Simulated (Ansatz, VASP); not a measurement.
# BN: VASP beside Ansatz

```
B N
1.0
     0.00000    1.76873    1.82016
     1.76873    0.00000    1.82016
     1.76873    1.76873    0.00000
B N
1 1
Direct
  0.00000 0.00000 0.00000
  0.25000 0.25000 0.25000
```

Change from the starting cell: epitaxial_xy strain -2.0%.

Alike in both runs: task single point; functional PBE; k mesh 12 × 12 × 12; occupations fermi-dirac, width 0.02 eV; no spin polarisation.

|  | VASP | Ansatz |
| --- | --- | --- |
| version | VASP 6.6.1 | Ansatz 0.2.0 |
| potentials or method | VASP PAW PBE potentials, release 64 (B, N) | plane waves, PAW |
| plane-wave cutoff (eV) | 520 | 420 |
| valence electrons in the cell | 8 | 8 |

```tsv
	VASP	Ansatz	Ansatz less VASP
gap on the k mesh at the Fermi level (eV)	4.23	4.24	+0.010
pressure (GPa)	18.3	17.9	-0.39
traceless stress, the component that is largest in VASP (GPa)	-12.66	-12.65	+0.009
```

With one functional, cell and mesh, what is left measures potentials, basis and numerics.
